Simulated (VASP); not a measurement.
Set up this calculation in VASP 6.6.1, as the native input.

* Task: single point
* Functional: PBE
* Potentials or basis: VASP PAW PBE potentials, release 64 (Be, Zn, Se)
* Cutoff: 520 eV
* k mesh: 12 × 12 × 2
* Occupations: gaussian, width 0.1 eV
* Spin: no spin polarisation
* Dipole correction: no
* Further INCAR settings: ALGO = Normal; EDIFF = 1e-06; NBANDS = 46

The structure of Be2ZnSe3 lies in POSCAR:

```
Be2ZnSe3
1.0
    3.5533991913      0.0000000000      0.0000000000
   -1.7766995956      3.0773339694      0.0000000000
    0.0000000000      0.0000000000     18.1332223545
Be Zn Se
4 2 6
Direct
    0.3333333333      0.6666666667      0.9203733878
    0.6666666667      0.3333333333      0.0796266122
    0.6666666667      0.3333333333      0.4203733878
    0.3333333333      0.6666666667      0.5796266122
    0.0000000000      0.0000000000      0.2500000000
    0.0000000000      0.0000000000      0.7500000000
    0.0000000000      0.0000000000      0.0000000000
    0.3333333333      0.6666666667      0.1521635929
    0.3333333333      0.6666666667      0.3478364071
    0.0000000000      0.0000000000      0.5000000000
    0.6666666667      0.3333333333      0.6521635929
    0.6666666667      0.3333333333      0.8478364071
```

These files were run (other wordings do the same):

INCAR

```
ALGO = Normal
EDIFF = 1E-6
ENCUT = 520
GGA = PE
ISIF = 2
ISMEAR = 0
LASPH = T
LCHARG = F
LREAL = F
LWAVE = F
NBANDS = 46
NELM = 80
PREC = Accurate
SIGMA = 0.1
```

KPOINTS

```
k-points
0
Gamma
  12 12 2
```

Potentials or basis: VASP PAW PBE potentials, release 64 (Be, Zn, Se).

Command:

```console
$ cat potpaw_PBE.64/Be/POTCAR potpaw_PBE.64/Zn/POTCAR potpaw_PBE.64/Se/POTCAR > POTCAR
$ mpirun -np 1 vasp_std > vasp.out
```

Results of the run:

* Pressure: 0.2 GPa
* Largest force: 0.010 eV/Å
* Band gap on the k mesh: zero (band 34 reaches 4.65 eV, above the bottom of band 35 at 4.24 eV)

Run time: 9.2 min on 1 thread of Intel Xeon 6975P-C, on a shared host, peak memory 0.51 GiB.
